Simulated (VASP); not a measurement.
Rh, 1 atom in the cell. Symmetry: Fm-3m, No. 225, cubic system. Conventional cell: a = 3.800 Å, b = 3.800 Å, c = 3.800 Å, α = 90.00°, β = 90.00°, γ = 90.00°. Rh (site symmetry m-3m) has 12 Rh at 2.69 Å within 3.5 Å. 

- Program: VASP 6.6.1
- Task: single point
- Functional: r2SCAN
- Potentials or basis: VASP PAW PBE potentials, release 64 (Rh_pv)
- Cutoff: 520 eV
- k mesh: 24 × 24 × 24
- Occupations: fermi-dirac, width 0.05 eV
- Spin: no spin polarisation
- Dipole correction: no
- Further INCAR settings: ALGO = Normal; EDIFF = 1e-06; NBANDS = 14

Potentials or basis: VASP PAW PBE potentials, release 64 (Rh_pv).

Run with:

```bash
$ cat potpaw_PBE.64/Rh_pv/POTCAR > POTCAR
$ cp INCAR.step1 INCAR
$ mpirun -np 1 vasp_std > vasp.out
$ cp INCAR.step2 INCAR
$ mpirun -np 1 vasp_std > vasp.out
```

Hardware: 1 thread of Intel(R) Xeon(R) 6975P-C (Granite Rapids), on a shared host.

**Question.** How long does it take, and how much memory?

**Answer.** Run time: 91 s on 1 thread of Intel(R) Xeon(R) 6975P-C (Granite Rapids), on a shared host, peak memory 0.18 GiB. Counts: k points 413.
